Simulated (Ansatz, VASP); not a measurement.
**One calculation of HfO2, two programs**

The input POSCAR:

```
HfO2
1.0
    0.0000000000      2.6214375000      2.4935625000
    2.6214375000      0.0000000000      2.4935625000
    2.6214375000      2.6214375000      0.0000000000
Hf O
1 2
Direct
    0.0000000000      0.0000000000      0.0000000000
    0.2500000000      0.2500000000      0.2500000000
    0.7500000000      0.7500000000      0.7500000000
```

The input INCAR.step1:

```
SYSTEM = HfO2
  ALGO = Normal
  EDIFF = 1E-4
  ENCUT = 520
  GGA = PE
  ISMEAR = 0
  LASPH = .True.
  LCHARG = .False.
  LREAL = .False.
  LWAVE = .True.
  NBANDS = 18
  NELM = 60
  PREC = Accurate
  SIGMA = 0.05
```

INCAR.step2

```
SYSTEM = HfO2
  ALGO = Normal
  EDIFF = 1E-6
  ENCUT = 520
  ISIF = 2
  ISMEAR = 0
  ISTART = 1
  LASPH = .True.
  LCHARG = .False.
  LMIXTAU = .True.
  LREAL = .False.
  LWAVE = .False.
  METAGGA = R2SCAN
  NBANDS = 18
  NELM = 60
  PREC = Accurate
  SIGMA = 0.05
```

KPOINTS

```
k-points
0
Gamma
  8 8 8
  0 0 0
```

Input for Ansatz:

```yaml
crystal:
  lattice:
    - [0.0, 2.6214375, 2.4935625]
    - [2.6214375, 0.0, 2.4935625]
    - [2.6214375, 2.6214375, 0.0]
  atoms:
    - { symbol: Hf, position: [0.0, 0.0, 0.0] }
    - { symbol: O, position: [0.25, 0.25, 0.25] }
    - { symbol: O, position: [0.75, 0.75, 0.75] }
basis:
  ecutwfc: 500
kpoints:
  mp_grid: { grid: [8, 8, 8] }
hamiltonian:
  xc: r2scan
scf:
  occupations: { method: gaussian, width: 0.05 }
output:
  forces: true
  stress: true
  eigenvalues: true
```

Change from the starting cell: strain +0.025 along x and y, -0.025 along z, atoms carried along.

Alike in both runs: task single point; functional r2SCAN; k mesh 8 × 8 × 8; occupations gaussian, width 0.05 eV; no spin polarisation.

|  | VASP | Ansatz |
| --- | --- | --- |
| version | VASP 6.6.1 | Ansatz 0.2.0 |
| potentials or method | VASP PAW PBE potentials, release 64 (Hf_pv, O), cutoff 520 eV | scalar-relativistic, plane waves, PAW |
| valence electrons in the cell | 22 | 38 |

VASP gave:

```
gap on the k mesh at the Fermi level (eV)                     : 3.63
least direct gap on the mesh (eV)                             : 3.72
pressure (GPa)                                                : -17.1
traceless stress, the component that is largest in VASP (GPa) : 15.41
```

**Question.** What did Ansatz give for the same quantities?

**Answer.** gap on the k mesh at the Fermi level (eV): 3.65; least direct gap on the mesh (eV): 3.73; pressure (GPa): -13.7; traceless stress, the component that is largest in VASP (GPa): 15.18.

VASP's potentials were made for PBE, not for r2SCAN. With one functional, cell and mesh, what is left measures potentials, basis and numerics. VASP's potentials hold 22 valence electrons a cell and Ansatz's 38, so a difference there can come from the potentials and not from the codes.

Spin-orbit coupling is off throughout.
